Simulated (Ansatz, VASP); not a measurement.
**One calculation of Ti3Ag, two programs**

```
CELL_PARAMETERS angstrom
4.21473 0.00000 0.00000
0.00000 4.21473 0.00000
0.00000 0.00000 3.97616
ATOMIC_POSITIONS crystal
Ti 0.00000 0.50000 0.50000
Ti 0.50000 0.00000 0.50000
Ti 0.50000 0.50000 0.00000
Ag 0.00000 0.00000 0.00000
```

Change from the starting cell: volume scaled by 1.02, crystal datasets.

Alike in both runs: task electric field gradients; functional LDA; k mesh 9 × 9 × 9; occupations fermi-dirac, width 0.08 eV; no spin polarisation.

|  | VASP | Ansatz |
| --- | --- | --- |
| version | VASP 6.6.1 | Ansatz 0.2.0 |
| potentials or method | VASP PAW LDA potentials, release 64 (Ti_sv, Ag), cutoff 520 eV | all-electron PAW with datasets made for the crystal, scalar-relativistic |

```csv
,VASP,Ansatz,Ansatz less VASP
pressure (GPa),-11.5,-11.6,-0.11
"traceless stress, the component that is largest in VASP (GPa)",1.40,1.41,+0.006
size of Vzz on the site where it differs most (V/Å²),9.8,13.0,+3.17
```

LDA's correlation is that of Perdew and Zunger in VASP and of Perdew and Wang (1992) in Ansatz. Ansatz ran all-electron here, and VASP with PAW potentials.
